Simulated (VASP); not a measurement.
# Li (a cell with a defect) in VASP: relaxation of the atoms with PBEsol

Aim: the relaxation of the atoms of Li (a cell with a defect) with PBEsol.

Program: VASP 6.6.1. These are calculated values, not measurements. Logs are shortened: lines on timing, memory, paths and dates and some standing lists are left out, and cuts for length are marked.

## 1. The cell of the first run

The cell holds a defect, 17 atoms: a = 6.980 Å, b = 6.980 Å, c = 6.980 Å, α = 90.00°, β = 90.00°, γ = 90.00°.

## 2. Relaxation of the atoms, PBEsol

INCAR reads:

```
ALGO     = Normal         # electronic algorithm
EDIFF    = 1E-7           # SCF threshold, eV
EDIFFG   = -0.08          # ionic threshold
ENCUT    = 650            # plane-wave cutoff, eV
GGA      = PS             # functional
GGA_COMPAT= False        
IBRION   = 2              # ionic algorithm
ISIF     = 2              # what is computed and relaxed
ISMEAR   = -1             # smearing method
LASPH    = True           # aspherical terms in the spheres
LCHARG   = False          # write CHGCAR
LREAL    = False          # projectors in reciprocal space
LWAVE    = False          # write WAVECAR
NELM     = 120            # most SCF steps
NELMIN   = 4            
NSW      = 45             # ionic steps
PREC     = Accurate       # precision mode
SIGMA    = 0.1            # smearing width, eV
```

KPOINTS reads:

```
k-points
0
Gamma
  2 2 2
```

POSCAR reads:

```
Li
1.0
    6.9800000000      0.0000000000      0.0000000000
    0.0000000000      6.9800000000      0.0000000000
    0.0000000000      0.0000000000      6.9800000000
Li
17
Direct
    0.0000000000      0.0000000000      0.0000000000
    0.5000000000      0.0000000000      0.0000000000
    0.0000000000      0.5000000000      0.0000000000
    0.0000000000      0.0000000000      0.5000000000
    0.2500000000      0.2500000000      0.2500000000
    0.5000000000      0.5000000000      0.0000000000
    0.5000000000      0.0000000000      0.5000000000
    0.7500000000      0.2500000000      0.2500000000
    0.0000000000      0.5000000000      0.5000000000
    0.2500000000      0.7500000000      0.2500000000
    0.2500000000      0.2500000000      0.7500000000
    0.5000000000      0.5000000000      0.5000000000
    0.7500000000      0.7500000000      0.2500000000
    0.7500000000      0.2500000000      0.7500000000
    0.2500000000      0.7500000000      0.7500000000
    0.7500000000      0.7500000000      0.7500000000
    0.7417697000      0.3746902000      0.0019992000
```

Potentials or basis: VASP PAW PBE potentials, release 64 (Li_sv).

The run is started by

```bash
cat potpaw_PBE.64/Li_sv/POTCAR > POTCAR
mpirun -np 1 vasp_std > vasp.out
```

OUTCAR:

```text
EDIFF = 1E-7
   EDIFFG = -0.08
   ENCUT = 650
   GGA = PS
   IBRION = 2
   ISIF = 2
   ISMEAR = -1
   LASPH = True
   LREAL = False
   NELM = 120
   NELMIN = 4
   NSW = 45
   PREC = Accurate

 ion  position               nearest neighbor table
   1  0.000  0.000  0.000-
   2  0.500  0.000  0.000-
   3  0.000  0.500  0.000-  17 2.00
   4  0.000  0.000  0.500-
   5  0.250  0.250  0.250-
   6  0.500  0.500  0.000-  17 1.90
   7  0.500  0.000  0.500-
   8  0.750  0.250  0.250-  17 1.94
   9  0.000  0.500  0.500-
  10  0.250  0.750  0.250-
  11  0.250  0.250  0.750-
  12  0.500  0.500  0.500-
  13  0.750  0.750  0.250-
  14  0.750  0.250  0.750-  17 1.96
  15  0.250  0.750  0.750-
  16  0.750  0.750  0.750-
  17  0.742  0.375  0.002-   6 1.90   8 1.94  14 1.96   3 2.00

  LATTYP: Found a simple cubic cell.
 ALAT       =     6.9800000000

  Lattice vectors:

 A1 = (   6.9800000000,   0.0000000000,   0.0000000000)
 A2 = (   0.0000000000,   6.9800000000,   0.0000000000)
 A3 = (   0.0000000000,   0.0000000000,   6.9800000000)

Analysis of symmetry for initial positions (statically):
=====================================================================
 Subroutine PRICEL returns:
 Original cell was already a primitive cell.

 Routine SETGRP: Setting up the symmetry group for a
 simple cubic supercell.

 Subroutine GETGRP returns: Found  1 space group operations
 (whereof  1 operations were pure point group operations)
 out of a pool of 48 trial point group operations.

The static configuration has the point symmetry C_1 .

Analysis of symmetry for dynamics (positions and initial velocities):
=====================================================================
 Subroutine PRICEL returns:
 Original cell was already a primitive cell.

 Routine SETGRP: Setting up the symmetry group for a
 simple cubic supercell.

 Subroutine GETGRP returns: Found  1 space group operations
 (whereof  1 operations were pure point group operations)
 out of a pool of 48 trial point group operations.

The dynamic configuration has the point symmetry C_1 .

 Subroutine INISYM returns: Found  1 space group operations
 (whereof  1 operations are pure point group operations),
 and found     1 'primitive' translations

----------------------------------------------------------------------------------------

                                     Primitive cell

  volume of cell :     340.0684
[... 102 lines left out ...]
   EDIFF  = 0.1E-06   stopping-criterion for ELM
   LREAL  =      F    real-space projection
   EDIFFG = -.8E-01   stopping-criterion for IOM
   NSW    =     45    number of steps for IOM
   IBRION =      2    ionic relax: 0-MD 1-quasi-New 2-CG
   NFREE  =      1    steps in history (QN), initial steepest desc. (CG)
   ISIF   =      2    stress and relaxation
   ISYM   =      2    0-nonsym 1-usesym 2-fastsym
   POTIM  = 0.5000    time-step for ionic-motion
   TEBEG  =    0.0;   TEEND  =   0.0 temperature during run
   PSTRESS=    0.0 pullay stress
   NELECT =      51.0000    total number of electrons
   NUPDOWN=      -1.0000    fix difference up-down
   EMIN   =  10.00;   EMAX   =-10.00  energy-range for DOS
   EFERMI =   0.00;   METHOD = LEGACY
   ISMEAR =    -1;   SIGMA  =   0.10  broadening in eV -4-tet -1-fermi 0-gaus
   EFERMI_NEDOS =   21; number of points for ismear=-14 and -15
   IALGO  =     38    algorithm
   IMIX   =      4    mixing-type and parameters
     AMIX     =   0.40;   BMIX     =  1.00
     AMIX_MAG =   1.60;   BMIX_MAG =  1.00
  volume/ion in A,a.u.               =      20.00       134.99
  Fermi-wavevector in a.u.,A,eV,Ry     =   0.869780  1.643646 10.293044  0.756517
  Thomas-Fermi vector in A             =   1.988651
   LORBIT       =      0    0 simple, 1 ext, 2 COOP (PROOUT), +10 PAW based schemes
   GGA     = PS    functional components
   LHFCALC =     F    Hartree Fock is set to
   AEXX    =    0.0000 exact exchange contribution
   IVDW    =     0    specifies the selected vdW correction
   LEPSILON=     F    determine dielectric tensor
   LRPA    =     F    only Hartree local field effects (RPA)
 conjugate gradient relaxation of ions
 non-spin polarized calculation
  energy-cutoff  :      650.00
  volume of cell :      340.07
 maximum number of plane-waves:     12893
 NGX is ok and might be reduce to    60
   NGX = 29   NGY = 29   NGZ = 29

--------------------------------------- Ionic step        1  -------------------------------------------

 number of electron      51.0000184 magnetization

 Free energy of the ion-electron system (eV)
  ---------------------------------------------------
  ext. energy  EPLUGINS =         0.00000000
  ---------------------------------------------------
  free energy    TOTEN  =       -31.01340911 eV

  energy without entropy =      -30.64903414  energy(sigma->0) =      -30.83122162

------------------------ aborting loop because EDIFF is reached ----------------------------------------

  FORCE on cell =-STRESS in cart. coord.  units (eV):
  Direction    XX          YY          ZZ          XY          YZ          ZX
  --------------------------------------------------------------------------------------
  -------------------------------------------------------------------------------------
  Total        2.4858319      0.4014778      2.4980884     -0.3062262     -0.0744526      0.0069878
  in kB       11.7115958      1.8914980     11.7693401     -1.4427351     -0.3507714      0.0329217
  external PRESSURE =       8.4574780 kB  Pullay stress =       0.0000000 kB
[... 134 lines left out ...]
  FREE ENERGIE OF THE ION-ELECTRON SYSTEM (eV)
  ---------------------------------------------------
  free  energy   TOTEN  =       -32.3354715317 eV

  energy  without entropy=      -31.9548533821  energy(sigma->0) =      -32.14516246

[... ionic steps 4 to 8 ...]

--------------------------------------- Ionic step        9  -------------------------------------------

 number of electron      51.0000037 magnetization

------------------------ aborting loop because EDIFF is reached ----------------------------------------
[... 97 lines left out ...]
--------------------------------------- Ionic step       11  -------------------------------------------

 number of electron      51.0000063 magnetization

 Free energy of the ion-electron system (eV)
  ---------------------------------------------------
  ext. energy  EPLUGINS =         0.00000000
  ---------------------------------------------------
  free energy    TOTEN  =       -32.53163048 eV

  energy without entropy =      -32.16130982  energy(sigma->0) =      -32.34647015

 E-fermi :   0.4683     XC(G=0):  -7.0445

 val. band max:        0.4207004076   @ k =   0.0000   0.5000   0.5000
 cond. band min:       0.5476231368   @ k =   0.5000   0.5000   0.0000
 fundamental gap:      0.1269227291
 Fermi energy:         0.4682998250

 k-point     1 :       0.0000    0.0000    0.0000
  band No.  band energies     occupation
      1     -45.6071      2.00000
      2     -45.3645      2.00000
      3     -45.3585      2.00000
      4     -45.3562      2.00000
      5     -45.3515      2.00000
      6     -45.3138      2.00000
[... 329 lines left out ...]
  FREE ENERGIE OF THE ION-ELECTRON SYSTEM (eV)
  ---------------------------------------------------
  free  energy   TOTEN  =       -32.5316304798 eV

  energy  without entropy=      -32.1613098244  energy(sigma->0) =      -32.34647015

 reached required accuracy - stopping structural energy minimisation
```

OSZICAR:

```text
N       E                     dE             d eps       ncg     rms          rms(c)
DAV:   1     0.303017970366E+03    0.30302E+03   -0.25373E+04   552   0.169E+03
DAV:   2     0.482383302580E+02   -0.25478E+03   -0.24489E+03   544   0.426E+02
DAV:   3    -0.118444791212E+02   -0.60083E+02   -0.58382E+02  1046   0.977E+01
DAV:   4    -0.285435677489E+02   -0.16699E+02   -0.16434E+02   948   0.802E+01
[... 148 lines left out ...]
DAV:   7    -0.325316279007E+02   -0.48754E-06   -0.49360E-06   864   0.127E-02    0.137E-02
DAV:   8    -0.325316298361E+02   -0.19354E-05   -0.25445E-06   656   0.157E-02    0.739E-03
DAV:   9    -0.325316303899E+02   -0.55383E-06   -0.28887E-06   744   0.177E-02    0.282E-03
DAV:  10    -0.325316304026E+02   -0.12713E-07   -0.17544E-06   768   0.727E-03    0.219E-03
DAV:  11    -0.325316304798E+02   -0.77153E-07   -0.78074E-08   360   0.211E-03
  11 F= -.32531630E+02 E0= -.32346470E+02  d E =-.100172E-01
```

It took 19 min on 1 thread of Intel Xeon Platinum 8488C (Sapphire Rapids), shared host; peak memory 0.56 GiB.

What came out:

```yaml
Free_energy: -32.5316 eV
Energy_gained_by_relaxing: 89.3 meV/atom
Ionic_steps: 11
Pressure_after_relaxing: 0.4 GPa
Largest_force_after_relaxing: 0.063 eV/Å
Band_gap_on_the_k_mesh: zero (an odd number of electrons rules out a gap without spin polarisation)
```

Forces on the atoms (eV/Å):
```
Li   0.022 -0.033  0.000
Li  -0.009 -0.022  0.000
Li  -0.007  0.026  0.001
Li  -0.014  0.001  0.003
Li  -0.002  0.015 -0.031
Li   0.063  0.001  0.001
Li   0.023  0.003  0.002
Li  -0.003 -0.012 -0.041
Li  -0.027 -0.016  0.000
Li  -0.010 -0.003 -0.020
Li  -0.002  0.015  0.029
Li   0.033 -0.014  0.000
Li  -0.001  0.026  0.015
Li  -0.003 -0.018  0.027
Li  -0.010 -0.002  0.017
Li  -0.001  0.029 -0.018
Li  -0.052  0.003  0.012
```

Stress tensor (GPa, compression positive):
```
 0.52 -0.04  0.00
-0.04  0.13 -0.01
 0.00 -0.01  0.52
```

The path:
```tsv
step	energy change (eV)	largest force (eV/Å)	pressure (GPa)
1	0.0000	1.9031	0.85
2	-0.5178	1.4219	0.67
3	-1.3221	0.3566	0.43
4	-1.3680	0.3211	0.46
5	-1.3683	0.3314	0.46
6	-1.4061	0.2710	0.43
7	-1.4754	0.1444	0.39
8	-1.4828	0.1969	0.40
9	-1.4969	0.1308	0.39
10	-1.5082	0.0993	0.39
11	-1.5182	0.0627	0.39
```

Final structure:
```cif
data_structure
_symmetry_space_group_name_H-M 'P 1'
_symmetry_Int_Tables_number 1
_cell_length_a 6.9800
_cell_length_b 6.9800
_cell_length_c 6.9800
_cell_angle_alpha 90.000
_cell_angle_beta 90.000
_cell_angle_gamma 90.000
_cell_volume 340.07
loop_
_atom_site_label
_atom_site_type_symbol
_atom_site_fract_x
_atom_site_fract_y
_atom_site_fract_z
_atom_site_occupancy
Li1 Li 0.99740 0.00441 0.00005 1
Li2 Li 0.50186 0.00345 0.00005 1
Li3 Li 0.05059 0.54745 0.99942 1
Li4 Li 0.01716 0.98125 0.50029 1
Li5 Li 0.25084 0.25054 0.25037 1
Li6 Li 0.44142 0.55503 0.99927 1
Li7 Li 0.48362 0.98182 0.50025 1
Li8 Li 0.75286 0.19798 0.30560 1
Li9 Li 0.00067 0.49974 0.49981 1
Li10 Li 0.24890 0.76848 0.26683 1
Li11 Li 0.25082 0.25044 0.74955 1
Li12 Li 0.49972 0.49929 0.49979 1
Li13 Li 0.74980 0.74599 0.24776 1
Li14 Li 0.75269 0.19982 0.69632 1
Li15 Li 0.24887 0.76861 0.73299 1
Li16 Li 0.74980 0.74577 0.75242 1
Li17 Li 0.74476 0.37462 0.00124 1
```

Caveat: the k points lie up to 0.45 Å⁻¹ apart, too coarse for converged energies and pressures of a metal; the PAW data sets were made with another functional, which shifts forces and pressure a little; the relaxation stopped at a loose force limit of 0.08 eV/Å, so its end isn't a converged minimum.

The gap in the log of VASP goes by the Fermi energy; the results here count the filled bands.